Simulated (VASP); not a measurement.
Wanted: the native input for a VASP 6.6.1 run.

* Task: single point
* Functional: PBE
* Potentials or basis: VASP PAW PBE potentials, release 64 (Zr_sv)
* Cutoff: 520 eV
* k mesh: 16 × 16 × 16
* Occupations: gaussian, width 0.1 eV
* Spin: no spin polarisation
* Dipole correction: no
* Further INCAR settings: ALGO = Normal; EDIFF = 1e-06; NBANDS = 12

The structure of Zr lies in POSCAR:

```
Zr
1.0
    0.0000000000      2.1894922500      2.1894922500
    2.1894922500      0.0000000000      2.1894922500
    2.1894922500      2.1894922500      0.0000000000
Zr
1
Direct
    0.0000000000      0.0000000000      0.0000000000
```

This cell differs from its parent crystal: strained.

The input as run:

INCAR

```
ALGO = Normal
EDIFF = 1E-6
ENCUT = 520
GGA = PE
ISIF = 2
ISMEAR = 0
LASPH = True
LCHARG = False
LREAL = False
LWAVE = False
NBANDS = 12
NELM = 60
PREC = Accurate
SIGMA = 0.1
```

KPOINTS

```
k-points
0
Gamma
  16 16 16
```

Potentials or basis: VASP PAW PBE potentials, release 64 (Zr_sv).

Run with:

```sh
$ cat potpaw_PBE.64/Zr_sv/POTCAR > POTCAR
$ mpirun -np 1 vasp_std > vasp.out
```

It gave:

```yaml
Pressure: 10.6 GPa
Band_gap_on_the_k_mesh: zero (band 6 reaches 11.09 eV, above the bottom of band 7 at 9.67 eV)
```

Caveat: the cell differs from its parent crystal (strained).

Run time: 12 s on 1 thread of Intel Xeon 6975P-C, with other jobs on the host, peak memory 0.16 GiB.
